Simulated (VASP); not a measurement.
BaTiO3, 5 atoms in the cell. The structure is orthorhombic, space group Amm2 (No. 38). The conventional cell has a = 4.008 Å, b = 5.689 Å, c = 5.772 Å, α = 90.00°, β = 90.00°, γ = 90.00°. Ba (site symmetry mm2) has 12 O at 2.79 to 2.98 Å and 8 Ti at 3.46 to 3.57 Å within 3.7 Å. Within 2.5 Å of Ti (site symmetry mm2) lie 6 O at 1.88 to 2.18 Å. O (site symmetry mm2) has 2 Ti at 2.01 Å within 2.7 Å. O (site symmetry m) has 2 Ti at 1.88 to 2.18 Å within 2.5 Å.  This cell differs from its parent crystal: strain -0.0100 x Voigt [0, 1, 0, 0, 0, 0].

```yaml
Program: VASP 6.6.1
Task: single point
Functional: PBE
Potentials_or_basis: VASP PAW PBE potentials, release 64 (Ba_sv, Ti_sv, O)
Cutoff: 520 eV
k_mesh: 6 × 6 × 6
Occupations: gaussian, width 0.05 eV
Spin: no spin polarisation
Hubbard_terms: Ti d U = 4.0 eV
Dipole_correction: no
Further_INCAR_settings: ALGO = Normal; EDIFF = 1e-06; NBANDS = 28
```

Potentials or basis: VASP PAW PBE potentials, release 64 (Ba_sv, Ti_sv, O).

Launch:

```sh
$ cat potpaw_PBE.64/Ba_sv/POTCAR potpaw_PBE.64/Ti_sv/POTCAR potpaw_PBE.64/O/POTCAR > POTCAR
$ mpirun -np 1 vasp_std > vasp.out
```

Hardware: 1 thread of AMD EPYC 9R45 96-Core Processor (Zen 5), on a shared host.

How long does it take, and how much memory?

Run time: 43 s on 1 thread of AMD EPYC 9R45 96-Core Processor (Zen 5), on a shared host, peak memory 0.2 GiB. Counts: scf iterations 17, k points 52.
